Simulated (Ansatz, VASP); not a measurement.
# Two plane-wave programs on NaZnCl3

POSCAR

```
NaZnCl3
1.0
    4.8823234109      0.0000000000      0.0000000000
    0.0000000000      4.8823234109      0.0000000000
    0.0000000000      0.0000000000      4.8823234109
Na Zn Cl
1 1 3
Direct
    0.0000000000      0.0000000000      0.0000000000
    0.5000000000      0.5000000000      0.5000000000
    0.5000000000      0.5000000000      0.0000000000
    0.5000000000      0.0000000000      0.5000000000
    0.0000000000      0.5000000000      0.5000000000
```

INCAR.step1

```
  ALGO = Normal
  EDIFF = 1E-5
  ENCUT = 520
  GGA = PE
  ISIF = 2
  ISMEAR = 0
  KPAR = 4
  LASPH = True
  LCHARG = False
  LREAL = False
  LWAVE = True
  NBANDS = 28
  NELM = 80
  PREC = Accurate
  SIGMA = 0.01
```

INCAR.step2

```
  ALGO = Normal
  EDIFF = 1E-6
  ENCUT = 520
  GGA = PE
  HFSCREEN = 0.2079
  ISIF = 2
  ISMEAR = 0
  ISTART = 1
  KPAR = 4
  LASPH = True
  LCHARG = False
  LHFCALC = True
  LREAL = False
  LWAVE = False
  NBANDS = 28
  NELM = 80
  PREC = Accurate
  PRECFOCK = Fast
  SIGMA = 0.01
```

The input KPOINTS:

```
k-points
0
Gamma
  4 4 4
```

Input for Ansatz:

```yaml
crystal:
  lattice:
    - [4.8823234109, 0.0, 0.0]
    - [0.0, 4.8823234109, 0.0]
    - [0.0, 0.0, 4.8823234109]
  atoms:
    - { symbol: Na, position: [0.0, 0.0, 0.0] }
    - { symbol: Zn, position: [0.5, 0.5, 0.5] }
    - { symbol: Cl, position: [0.5, 0.5, 0.0] }
    - { symbol: Cl, position: [0.5, 0.0, 0.5] }
    - { symbol: Cl, position: [0.0, 0.5, 0.5] }
kpoints:
  mp_grid: { grid: [4, 4, 4] }
  band_path:
    path: [[0.0, 0.0, 0.0], [0.0, 0.5, 0.0], [0.5, 0.5, 0.0], [0.5, 0.5, 0.5]]
    npoints: 1
hamiltonian:
  xc: hse06
scf:
  occupations: { method: fixed }
  n_extra_bands: 5
output:
  forces: true
  stress: true
  eigenvalues: true
```

Change from the starting cell: hydrostatic strain +0.5%.

Alike in both runs: task single point; functional HSE06; k mesh 4 × 4 × 4; no spin polarisation.

|  | VASP | Ansatz |
| --- | --- | --- |
| version | VASP 6.6.1 | Ansatz 0.2.0 |
| potentials or method | VASP PAW PBE potentials, release 64 (Na_pv, Zn, Cl) | plane waves, PAW |
| plane-wave cutoff (eV) | 520 | 420 |
| occupations | gaussian, width 0.01 eV | fixed |
| valence electrons in the cell | 40 | 42 |

Ansatz gave:

| Item | Value |
| --- | --- |
| gap on the k mesh at the Fermi level (eV) | 3.13 |
| pressure (GPa) | 0.1 |

Question: Estimate VASP's values.

Answer: gap on the k mesh at the Fermi level (eV): 3.11; pressure (GPa): 0.1.

VASP's potentials hold 40 valence electrons a cell and Ansatz's 42, so a difference there can come from the potentials and not from the codes. Ansatz's warnings: stress exchange threshold loose, stress scf threshold loose.
